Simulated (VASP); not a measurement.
Input of a VASP 6.6.1 run:

The input POSCAR:

```
MgO
1.0
    3.2553350558      0.0000000000      0.0000000000
   -1.6276675279      2.8192028561      0.0000000000
    0.0000000000      0.0000000000      4.9840226120
Mg O
2 2
Direct
    0.3333333333      0.6666666667     -0.0101892103
    0.6666666667      0.3333333333      0.4898107897
    0.3333333333      0.6666666667      0.3851892103
    0.6666666667      0.3333333333      0.8851892103
```

The input INCAR.step1:

```
ALGO     = Normal         # electronic algorithm
EDIFF    = 1E-5           # SCF threshold, eV
ENCUT    = 660            # plane-wave cutoff, eV
GGA      = PE             # functional
GGA_COMPAT= F            
ISMEAR   = 0              # smearing method
LASPH    = T              # aspherical terms in the spheres
LCHARG   = F              # write CHGCAR
LREAL    = F              # projectors in reciprocal space
LWAVE    = T              # write WAVECAR
NBANDS   = 24             # bands
NELM     = 120            # most SCF steps
PREC     = Accurate       # precision mode
SIGMA    = 0.01           # smearing width, eV
```

The input INCAR.step2:

```
ALGO     = Normal         # electronic algorithm
EDIFF    = 1E-6           # SCF threshold, eV
ENCUT    = 660            # plane-wave cutoff, eV
GGA_COMPAT= F            
ISIF     = 2              # what is computed and relaxed
ISMEAR   = 0              # smearing method
ISTART   = 1            
LASPH    = T              # aspherical terms in the spheres
LCHARG   = F              # write CHGCAR
LMIXTAU  = T            
LREAL    = F              # projectors in reciprocal space
LWAVE    = F              # write WAVECAR
METAGGA  = R2SCAN         # meta-GGA
NBANDS   = 24             # bands
NELM     = 120            # most SCF steps
PREC     = Accurate       # precision mode
SIGMA    = 0.01           # smearing width, eV
```

The input KPOINTS:

```
k-points
0
Gamma
  12 12 6
```

Potentials or basis: VASP PAW PBE potentials, release 64 (Mg_sv, O).

The run is started by

```sh
$ cat potpaw_PBE.64/Mg_sv/POTCAR potpaw_PBE.64/O/POTCAR > POTCAR
$ cp INCAR.step1 INCAR
$ mpirun -np 1 vasp_std > vasp.out
$ cp INCAR.step2 INCAR
$ mpirun -np 1 vasp_std > vasp.out
```

(1) What does it give for the band gap on the k mesh?

(2) Estimate the pressure.

(3) What does it give for the largest force?

## Answers

(1) 4.40 eV.

(2) 3.9 GPa.

(3) 0.021 eV/Å.

Caveat: the cell differs from its parent crystal (strain -1.0%); the cell stands under pressure; the PAW data sets were made with another functional, which shifts forces and pressure a little.
